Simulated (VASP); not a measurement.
Pb: single point with r2SCAN

Pb:

```
CELL_PARAMETERS angstrom
0.00000 2.50666 2.50666
2.50666 0.00000 2.50666
2.50666 2.50666 0.00000
ATOMIC_POSITIONS crystal
Pb 0.00000 0.00000 0.00000
```

```json
{
  "Program": "VASP 6.6.1",
  "Task": "single point",
  "Functional": "r2SCAN",
  "Potentials or basis": "VASP PAW PBE potentials, release 64 (Pb_d)",
  "Cutoff": "550 eV",
  "k mesh": "7 × 7 × 7",
  "Occupations": "methfessel-paxton, width 0.05 eV",
  "Spin": "no spin polarisation",
  "Dipole correction": "no",
  "Further INCAR settings": "ALGO = Normal; EDIFF = 1e-06; NBANDS = 13"
}
```

The pressure is 0.0 GPa and the band gap on the k mesh is zero (bands 7 and 8 overlap by 8.83 eV).

Levels at points of the mesh, in eV from the Fermi level:
| k point | band 3 | band 4 | band 5 | band 6 | band 7 | band 8 | band 9 | band 10 | band 11 | band 12 |
| --- | --- | --- | --- | --- | --- | --- | --- | --- | --- | --- |
| (0.00, 0.00, 0.00) | -17.51 | -17.38 | -17.38 | -11.85 | 7.59 | 7.59 | 7.59 | 10.57 | 11.96 | 13.01 |

Run time: 17 s on 1 thread of Intel(R) Xeon(R) 6975P-C (Granite Rapids), on a shared host, peak memory 0.16 GiB.

Caveat: the PAW data sets were made with another functional, which shifts forces and pressure a little; spin-orbit coupling is left out, which moves the levels of the heavy elements.
